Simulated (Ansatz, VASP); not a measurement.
# Si3Ru: VASP beside Ansatz

```xyz
4
Lattice="3.7817 0.0000 0.0000 0.0000 3.7817 0.0000 0.0000 0.0000 3.7817" Properties=species:S:1:pos:R:3 pbc="T T T"
Si    0.0000    1.8909    1.8909
Si    1.8909    0.0000    1.8909
Si    1.8909    1.8909    0.0000
Ru    0.0000    0.0000    0.0000
```

Change from the starting cell: species swapped into the HoIn3 type (Pm-3m, No. 221).

Alike in both runs: functional PBE; k mesh 12 × 12 × 12; occupations gaussian, width 0.1 eV; no spin polarisation.

Ansatz relaxed the structure, and its values are those at the end. VASP's run is a single point on that final structure, the one shown.

|  | VASP | Ansatz |
| --- | --- | --- |
| version | VASP 6.6.1 | Ansatz 0.2.0 |
| potentials or method | VASP PAW PBE potentials, release 64 (Si, Ru_pv), cutoff 520 eV | scalar-relativistic, plane waves, PAW |
| valence electrons in the cell | 26 | 28 |

Ansatz gave:

```
gap on the k mesh at the Fermi level (eV) : none
pressure (GPa)                            : 0.0
```

Q: Estimate VASP's values.

A: gap on the k mesh at the Fermi level (eV): none; pressure (GPa): -0.1.

A gap of «none» marks a metal or a gap that the smearing closes. The functional is the same, so the differences come from potentials, cutoffs and numerics. VASP's potentials hold 26 valence electrons a cell and Ansatz's 28, so a difference there can come from the potentials and not from the codes.
